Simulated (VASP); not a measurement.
Input of a VASP 6.6.1 run:

INCAR

```
PREC = Accurate
ENCUT = 520
EDIFF = 1E-6
ISMEAR = 0
SIGMA = 0.05
LREAL = False
LASPH = True
NELM = 100
ALGO = Normal
ISIF = 2
LWAVE = False
LCHARG = False
GGA = PE
NBANDS = 14
```

The input KPOINTS:

```
regular mesh
0
Gamma
  10 10 10
```

POSCAR

```
NaF
1.0
    0.1207710295      2.3852278333      2.3852278333
    2.3852278333      0.1207710295      2.3852278333
    2.3852278333      2.3852278333      0.1207710295
Na F
1 1
Direct
    0.0000000000      0.0000000000      0.0000000000
    0.5000000000      0.5000000000      0.5000000000
```

Potentials or basis: VASP PAW PBE potentials, release 64 (Na_pv, F).

Run with:

```sh
$ cat potpaw_PBE.64/Na_pv/POTCAR potpaw_PBE.64/F/POTCAR > POTCAR
$ mpirun -np 1 vasp_std > vasp.out
```

Predict the band gap on the k mesh.

6.14 eV.

What does it give for the pressure?

1.5 GPa.

Stress tensor (GPa, compression positive):
```
 1.48 -1.60 -1.60
-1.60  1.48 -1.60
-1.60 -1.60  1.48
```

 A k mesh can miss the band edges.
